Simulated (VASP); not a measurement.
# C in VASP: further runs

The runs below take C through single point, with LDA.

All numbers are computed with VASP 6.6.1; they aren't measurements. Logs are shortened: lines on timing, memory, paths and dates and some standing lists are left out, and cuts for length are marked.

## (1) The cell of the first run

It takes space group Fddd (No. 70, orthorhombic). The conventional cell has a = 3.011 Å, b = 3.779 Å, c = 3.805 Å, α = 90.00°, β = 90.00°, γ = 90.00°. Within 2.0 Å of C (site symmetry 222) lie 4 C at 1.54 Å.

## (2) Single point, LDA

Input file INCAR:

```
SYSTEM = C
ALGO = Normal
EDIFF = 1E-6
ENCUT = 1300
GGA = CA
GGA_COMPAT = .False.
ISIF = 2
ISMEAR = 0
LASPH = .True.
LCHARG = .False.
LREAL = .False.
LWAVE = .False.
NBANDS = 11
NELM = 120
PREC = Accurate
SIGMA = 0.05
```

Input file KPOINTS:

```
k-points
0
Gamma
  12 12 12
  0 0 0
```

Input file POSCAR:

```
C
1.0
    0.0000000000      1.9026172899      1.8893740141
    1.5053190159      0.0000000000      1.8893740141
    1.5053190159      1.9026172899      0.0000000000
C
2
Direct
    0.5000000000      0.5000000000      0.5000000000
    0.7500000000      0.7500000000      0.7500000000
```

Potentials or basis: VASP PAW LDA potentials, release 64 (C_h).

Command:

```
$ cat potpaw_LDA.64/C_h/POTCAR > POTCAR
$ mpirun -np 1 vasp_std > vasp.out
```

OUTCAR:

```text
SYSTEM = C
   EDIFF = 1E-6
   ENCUT = 1300
   GGA = CA
   ISIF = 2
   ISMEAR = 0
   LASPH = .True.
   LREAL = .False.
   NELM = 120
   PREC = Accurate

 ion  position               nearest neighbor table
   1  0.500  0.500  0.500-
   2  0.750  0.750  0.750-

  LATTYP: Found a face centered orthorhombic cell.
 ALAT       =     3.0106380318
 B/A-ratio  =     1.2551319648
 C/A-ratio  =     1.2639296188

  Lattice vectors:

 A1 = (   0.0000000000,   1.9026172899,  -1.8893740141)
 A2 = (   1.5053190159,   1.9026172899,   0.0000000000)
 A3 = (   1.5053190159,   0.0000000000,  -1.8893740141)

Analysis of symmetry for initial positions (statically):
=====================================================================
 Subroutine PRICEL returns:
 Original cell was already a primitive cell.

 Routine SETGRP: Setting up the symmetry group for a
 face centered orthorhombic supercell.

 Subroutine GETGRP returns: Found  8 space group operations
 (whereof  4 operations were pure point group operations)
 out of a pool of  8 trial point group operations.

The static configuration has the point symmetry D_2 .
 The point group associated with its full space group is D_2h.

Analysis of symmetry for dynamics (positions and initial velocities):
=====================================================================
 Subroutine PRICEL returns:
 Original cell was already a primitive cell.

 Routine SETGRP: Setting up the symmetry group for a
 face centered orthorhombic supercell.

 Subroutine GETGRP returns: Found  8 space group operations
 (whereof  4 operations were pure point group operations)
 out of a pool of  8 trial point group operations.

The dynamic configuration has the point symmetry D_2 .
 The point group associated with its full space group is D_2h.

 Subroutine INISYM returns: Found  8 space group operations
 (whereof  4 operations are pure point group operations),
 and found     1 'primitive' translations

----------------------------------------------------------------------------------------

                                     Primitive cell

  volume of cell :      10.8225

  direct lattice vectors                    reciprocal lattice vectors
     0.000000000  1.902617290  1.889374014    -0.332155506  0.262795888  0.264637915
     1.505319016  0.000000000  1.889374014     0.332155506 -0.262795888  0.264637915
     1.505319016  1.902617290  0.000000000     0.332155506  0.262795888 -0.264637915

  length of vectors
     2.681359117  2.415723392  2.426095194     0.499421851  0.499421851  0.499421851

  position of ions in fractional coordinates (direct lattice)
     0.500000000  0.500000000  0.500000000
     0.750000000  0.750000000  0.750000000

  ion indices of the primitive-cell ions
   primitive index   ion index
                 1           1
                 2           2

----------------------------------------------------------------------------------------

 KPOINTS: k-points

Automatic generation of k-mesh.
 Grid dimensions read from file:
 generate k-points for:   12   12   12

 Generating k-lattice:

  Cartesian coordinates                     Fractional coordinates (reciprocal lattice)
    -0.027679626  0.021899657  0.022053160     0.083333333  0.000000000 -0.000000000
     0.027679626 -0.021899657  0.022053160     0.000000000  0.083333333  0.000000000
     0.027679626  0.021899657 -0.022053160    -0.000000000  0.000000000  0.083333333

  Length of vectors
     0.041618488  0.041618488  0.041618488

  Shift w.r.t. Gamma in fractional coordinates (k-lattice)
     0.000000000  0.000000000  0.000000000

 Subroutine IBZKPT returns following result:
 ===========================================

 Found    280 irreducible k-points:

 Following reciprocal coordinates:
            Coordinates               Weight
  0.000000  0.000000  0.000000      1.000000
  0.083333  0.000000  0.000000      8.000000
  0.166667  0.000000  0.000000      8.000000
  0.250000  0.000000 -0.000000      8.000000
  0.333333  0.000000  0.000000      8.000000
  0.416667  0.000000 -0.000000      8.000000
[... 16 lines left out ...]
  0.500000  0.166667  0.000000      8.000000
 -0.416667  0.166667  0.000000      8.000000
 [... further k-points ...]
   k-points           NKPTS =    280   k-points in BZ     NKDIM =    280   number of bands    NBANDS=     11
   number of dos      NEDOS =    301   number of ions     NIONS =      2
   total plane-waves  NPLWV =  26880
   dimension x,y,z NGX =    32 NGY =   28 NGZ =   30
   dimension x,y,z NGXF=    64 NGYF=   56 NGZF=   60
   ions per type =               2
   NGX,Y,Z   is equivalent  to a cutoff of  19.84, 19.27, 20.56 a.u.
   NGXF,Y,Z  is equivalent  to a cutoff of  39.68, 38.54, 41.11 a.u.
 SYSTEM =  C
   PREC   = accura    normal or accurate (medium, high low for compatibility)
   ISTART =      0    job   : 0-new  1-cont  2-samecut
   ICHARG =      2    charge: 1-file 2-atom 10-const
   ISPIN  =      1    spin polarized calculation?
   LNONCOLLINEAR =      F non collinear calculations
   LSORBIT =      F    spin-orbit coupling
   LASPH  =      T    aspherical Exc in radial PAW
   ENCUT  = 1300.0 eV  95.55 Ry    9.77 a.u.   7.88  7.10  7.13*2*pi/ulx,y,z
   NELM   =    120;   NELMIN=  2; NELMDL= -5     # of ELM steps
   EDIFF  = 0.1E-05   stopping-criterion for ELM
   LREAL  =      F    real-space projection
   EDIFFG = 0.1E-04   stopping-criterion for IOM
   NSW    =      0    number of steps for IOM
   IBRION =     -1    ionic relax: 0-MD 1-quasi-New 2-CG
   NFREE  =      0    steps in history (QN), initial steepest desc. (CG)
   ISIF   =      2    stress and relaxation
   ISYM   =      2    0-nonsym 1-usesym 2-fastsym
   POTIM  = 0.5000    time-step for ionic-motion
   TEBEG  =    0.0;   TEEND  =   0.0 temperature during run
   PSTRESS=    0.0 pullay stress
   NELECT =       8.0000    total number of electrons
   NUPDOWN=      -1.0000    fix difference up-down
   EMIN   =  10.00;   EMAX   =-10.00  energy-range for DOS
   EFERMI =   0.00;   METHOD = LEGACY
   ISMEAR =     0;   SIGMA  =   0.05  broadening in eV -4-tet -1-fermi 0-gaus
   EFERMI_NEDOS =   21; number of points for ismear=-14 and -15
   IALGO  =     38    algorithm
   IMIX   =      4    mixing-type and parameters
     AMIX     =   0.40;   BMIX     =  1.00
     AMIX_MAG =   1.60;   BMIX_MAG =  1.00
  volume/ion in A,a.u.               =       5.41        36.52
  Fermi-wavevector in a.u.,A,eV,Ry     =   1.480229  2.797227 29.811417  2.191077
  Thomas-Fermi vector in A             =   2.594289
   LORBIT       =      0    0 simple, 1 ext, 2 COOP (PROOUT), +10 PAW based schemes
   GGA     = CA    functional components
   LHFCALC =     F    Hartree Fock is set to
   AEXX    =    0.0000 exact exchange contribution
   IVDW    =     0    specifies the selected vdW correction
   LEPSILON=     F    determine dielectric tensor
   LRPA    =     F    only Hartree local field effects (RPA)
 non-spin polarized calculation
 Gauss-broadening in eV      SIGMA  =   0.05
  energy-cutoff  :     1300.00
  volume of cell :       10.82
 maximum number of plane-waves:      1168
   NGX = 15   NGY = 15   NGZ = 15

 number of electron       8.0000000 magnetization

 Free energy of the ion-electron system (eV)
  ---------------------------------------------------
  ext. energy  EPLUGINS =         0.00000000
  ---------------------------------------------------
  free energy    TOTEN  =       -19.28539082 eV

  energy without entropy =      -19.28532300  energy(sigma->0) =      -19.28535691

 E-fermi :  12.7902     XC(G=0): -13.9409

 val. band max:       12.7496229724   @ k =  -0.0833   0.3333   0.3333
 cond. band min:      12.8989059321   @ k =   0.0000   0.0833   0.0833
 fundamental gap:      0.1492829597
 Fermi energy:        12.7902451817

 k-point     1 :       0.0000    0.0000    0.0000
  band No.  band energies     occupation
      1     -10.2631      2.00000
      2      10.6519      2.00000
      3      10.8192      2.00000
      4      13.5755      0.00000
      5      16.0313      0.00000
      6      18.8094      0.00000
      7      18.8945      0.00000
      8      25.8003      0.00000
      9      31.9702      0.00000
     10      33.0904      0.00000
     11      36.0167      0.00000

 k-point     2 :       0.0833    0.0000    0.0000
  band No.  band energies     occupation
      1     -10.0585      2.00000
      2       9.9797      2.00000
      3      10.3754      2.00000
      4      12.9363      0.00004
      5      16.2420      0.00000
      6      19.1202      0.00000
      7      19.5497      0.00000
      8      25.9469      0.00000
      9      32.2634      0.00000
     10      32.3987      0.00000
     11      34.4177      0.00000

 k-point     3 :       0.1667    0.0000    0.0000
  band No.  band energies     occupation
      1      -9.4469      2.00000
      2       7.9256      2.00000
      3       9.4995      2.00000
      4      11.9883      2.00000
      5      16.6543      0.00000
      6      19.5655      0.00000
      7      20.8373      0.00000
      8      26.3940      0.00000
      9      32.1499      0.00000
     10      32.3452      0.00000
     11      34.0039      0.00000

 k-point     4 :       0.2500    0.0000   -0.0000
  band No.  band energies     occupation
      1      -8.4352      2.00000
      2       5.1965      2.00000
      3       8.5534      2.00000
      4      11.2676      2.00000
      5      16.9809      0.00000
      6      19.6708      0.00000
      7      22.1043      0.00000
      8      27.0810      0.00000
      9      31.9404      0.00000
     10      33.3577      0.00000
     11      34.9758      0.00000
[... 239 lines left out ...]
 k-point    22 :       0.4167    0.1667    0.0000
  band No.  band energies     occupation
      1      -6.2132      2.00000
      2       2.3464      2.00000
      3       5.9555      2.00000
      4       8.7761      2.00000
      5      19.2788      0.00000
      6      19.9724      0.00000
      7      25.1812      0.00000
      8      26.3026      0.00000
      9      31.8326      0.00000
     10      32.3683      0.00000
     11      38.6292      0.00000

 k-point    23 :       0.5000    0.1667    0.0000
  band No.  band energies     occupation
      1      -4.4855      2.00000
      2      -0.0844      2.00000
      3       5.2237      2.00000
      4       8.7092      2.00000
      5      19.1492      0.00000
      6      20.3057      0.00000
      7      25.1880      0.00000
      8      27.3677      0.00000
      9      31.7261      0.00000
     10      33.9456      0.00000
     11      39.8850      0.00000

 k-point    24 :      -0.4167    0.1667    0.0000
  band No.  band energies     occupation
      1      -3.3789      2.00000
      2      -1.3747      2.00000
      3       4.8623      2.00000
      4       8.9099      2.00000
      5      18.9168      0.00000
      6      20.6942      0.00000
      7      24.7417      0.00000
      8      27.1517      0.00000
      9      32.8359      0.00000
     10      35.3787      0.00000
     11      39.1913      0.00000

 [... further k-points ...]
[... 5 lines left out ...]
  --------------------------------------------------------------------------------------
  -------------------------------------------------------------------------------------
  Total        8.0722778     -3.4134859     -2.7497305      0.0000000      0.0000000      0.0000000
  in kB     1195.0298668   -505.3366307   -407.0734618      0.0000000      0.0000000      0.0000000
  external PRESSURE =      94.2065914 kB  Pullay stress =       0.0000000 kB

 VOLUME and BASIS-vectors are now :
 -----------------------------------------------------------------------------
  energy-cutoff  :     1300.00
  volume of cell :       10.82
      direct lattice vectors                 reciprocal lattice vectors
     0.000000000  1.902617290  1.889374014    -0.332155506  0.262795888  0.264637915
     1.505319016  0.000000000  1.889374014     0.332155506 -0.262795888  0.264637915
     1.505319016  1.902617290  0.000000000     0.332155506  0.262795888 -0.264637915

 POSITION                                       TOTAL-FORCE (eV/Angst)
 -----------------------------------------------------------------------------------
      1.50532      1.90262      1.88937         0.000000      0.000000      0.000000
      2.25798      2.85393      2.83406        -0.000000     -0.000000     -0.000000
 -----------------------------------------------------------------------------------
    total drift:                               -0.000000     -0.000000      0.000000

  FREE ENERGIE OF THE ION-ELECTRON SYSTEM (eV)
  ---------------------------------------------------
  free  energy   TOTEN  =       -19.2853908173 eV

  energy  without entropy=      -19.2853230026  energy(sigma->0) =      -19.28535691
```

Run time: 29 s. Hardware: 1 thread of Intel Xeon 6975P-C (Granite Rapids), shared host; peak memory 0.21 GiB.

What came out:

- Free energy: -19.2854 eV
- Pressure: 9.4 GPa
- Band gap on the k mesh: zero (bands 4 and 5 overlap by 1.27 eV)

Levels at points of the mesh, in eV from the Fermi level:
| k point | band 1 | band 2 | band 3 | band 4 | band 5 | band 6 | band 7 | band 8 |
| --- | --- | --- | --- | --- | --- | --- | --- | --- |
| (0.00, 0.00, 0.00) | -23.05 | -2.14 | -1.97 | 0.79 | 3.24 | 6.02 | 6.10 | 13.01 |
| (0.50, 0.00, 0.00) | -16.69 | -14.83 | -5.69 | -2.44 | 4.40 | 6.30 | 11.51 | 15.41 |
| (0.50, 0.50, 0.00) | -15.12 | -15.12 | -6.08 | -6.08 | 6.02 | 6.02 | 13.62 | 13.62 |
| (0.50, 0.00, 0.50) | -15.23 | -15.23 | -5.98 | -5.98 | 6.18 | 6.18 | 13.70 | 13.70 |
| (0.00, 0.50, 0.50) | -11.30 | -11.30 | -9.71 | -9.71 | 0.32 | 0.32 | 16.55 | 16.55 |

Caveat: the cell differs from its parent crystal (strain +e along x and -e along y -0.1125, strain +e along z and -e/2 along x and y +0.0700); the stress differs along the axes, from -51 to 120 GPa.

## (3) Single point, LDA

Input file INCAR:

```
  PREC = Accurate
  ENCUT = 1300
  EDIFF = 1E-6
  ISMEAR = 0
  SIGMA = 0.05
  LREAL = F
  LASPH = T
  NELM = 120
  ALGO = Normal
  ISIF = 2
  LWAVE = F
  LCHARG = T
  LELF = T
  LVHAR = T
  NBANDS = 11
  GGA_COMPAT = F
```

Input file KPOINTS:

```
regular mesh
0
Gamma
  12 12 12
```

Input file POSCAR:

```
C
1.0
    0.0000000000      1.8121215719      1.6730671760
    1.8121215719      0.0000000000      1.6730671760
    1.8121215719      1.8121215719      0.0000000000
C
2
Direct
    0.5000000000      0.5000000000      0.5000000000
    0.7500000000      0.7500000000      0.7500000000
```

Potentials or basis: VASP PAW LDA potentials, release 64 (C_h).

Command:

```
$ cat potpaw_LDA.64/C_h/POTCAR > POTCAR
$ mpirun -np 1 vasp_std > vasp.out
```

Run time: 94 s. Hardware: 1 thread of Intel Xeon Platinum 8375C at 2.90GHz (Ice Lake), shared host; peak memory 0.17 GiB.

It converged, with:

| Item | Value |
| --- | --- |
| Free energy | -20.1354 eV |
| Pressure | 2.1 GPa |
| Band gap on the k mesh | 2.21 eV (least direct gap 4.29 eV) |

Stress tensor (GPa, compression positive):
```
-21.30   0.00   0.00
  0.00 -21.30   0.00
  0.00   0.00  48.77
```

Levels at points of the mesh, in eV from the valence-band top:
| k point | band 1 | band 2 | band 3 | band 4 | band 5 | band 6 | band 7 | band 8 | band 9 |
| --- | --- | --- | --- | --- | --- | --- | --- | --- | --- |
| (0.00, 0.00, 0.00) | -22.50 | -1.12 | -1.12 | 0.00 | 4.29 | 5.28 | 5.28 | 13.46 | 18.75 |
| (0.50, 0.00, 0.00) | -16.44 | -14.45 | -4.30 | -2.94 | 6.91 | 7.39 | 9.87 | 15.03 | 21.09 |
| (0.50, 0.50, 0.00) | -12.70 | -12.70 | -8.00 | -8.00 | 2.79 | 2.79 | 16.57 | 16.57 | 23.46 |
| (0.50, 0.00, 0.50) | -14.00 | -14.00 | -6.78 | -6.78 | 4.73 | 4.73 | 15.90 | 15.90 | 22.10 |

Caveat: the cell differs from its parent crystal (strain +e along x and -e along y +0.0000, strain +e along z and -e/2 along x and y -0.0525); the stress differs along the axes, from -21 to 49 GPa.

(Part 1 of 2 ends here.)

The gap in the log of VASP goes by the Fermi energy; the results here count the filled bands.